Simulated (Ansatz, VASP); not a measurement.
## Two plane-wave programs on Ge

```xyz
10
Lattice="4.0675 0.0000 0.0000 -2.0337 3.5225 0.0000 0.0000 0.0000 16.6658" Properties=species:S:1:pos:R:3 pbc="T T T"
Ge    0.0000    0.0000   -0.0122
Ge    0.0000    0.0000    2.4982
Ge    0.0000    2.3483    3.3349
Ge    0.0000    2.3483    5.8452
Ge    0.0000    0.0000    6.6795
Ge    0.0000    0.0000    9.1705
Ge    2.0337    1.1742   10.0027
Ge    2.0337    1.1742   12.4961
Ge    0.0000    2.3483   13.3284
Ge    0.0000    2.3483   15.8193
```

Alike in both runs: functional PBE; k mesh 12 × 12 × 4; occupations gaussian, width 0.1 eV; no spin polarisation.

Ansatz relaxed the structure, and its values are those at the end. VASP's run is a single point on that final structure, the one shown.

|  | VASP | Ansatz |
| --- | --- | --- |
| version | VASP 6.6.1 | Ansatz 0.2.0 |
| potentials or method | VASP PAW PBE potentials, release 64 (Ge_d), cutoff 520 eV | scalar-relativistic, plane waves, PAW |
| valence electrons in the cell | 140 | 140 |

|  | VASP | Ansatz | Ansatz less VASP |
| --- | --- | --- | --- |
| gap on the k mesh at the Fermi level (eV) | none | none | - |
| pressure (GPa) | 0.0 | 0.0 | +0.04 |

A gap of «none» marks a metal or a gap that the smearing closes. With one functional, cell and mesh, what is left measures potentials, basis and numerics.
